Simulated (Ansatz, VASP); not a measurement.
TePb in VASP and in Ansatz

```
Pb Te
1.0
     2.31058    1.33401    3.77653
    -2.31058    1.33401    3.77653
     0.00000   -2.66802    3.77653
Pb Te
1 1
Cartesian
  0.0000 0.0000 11.4221
  0.0000 0.0000 5.8102
```

Alike in both runs: task single point; functional PBE; k mesh 8 × 8 × 8; occupations fermi-dirac, width 0.02 eV; no spin polarisation.

|  | VASP | Ansatz |
| --- | --- | --- |
| version | VASP 6.6.1 | Ansatz 0.2.0 |
| potentials or method | VASP PAW PBE potentials, release 64 (Pb_d, Te) | plane waves, PAW |
| plane-wave cutoff (eV) | 520 | 420 |
| valence electrons in the cell | 20 | 30 |

```tsv
	VASP	Ansatz	Ansatz less VASP
gap on the k mesh at the Fermi level (eV)	0.81	0.81	-0.004
pressure (GPa)	0.6	0.6	+0.04
rms of the force components (eV/Å)	0.009	0.009	-0.0004
```

Atom by atom the forces differ by 0.000 eV/Å (rms over components). With one functional, cell and mesh, what is left measures potentials, basis and numerics. VASP's potentials hold 20 valence electrons a cell and Ansatz's 30, so a difference there can come from the potentials and not from the codes.

Neither program's run includes spin-orbit coupling.
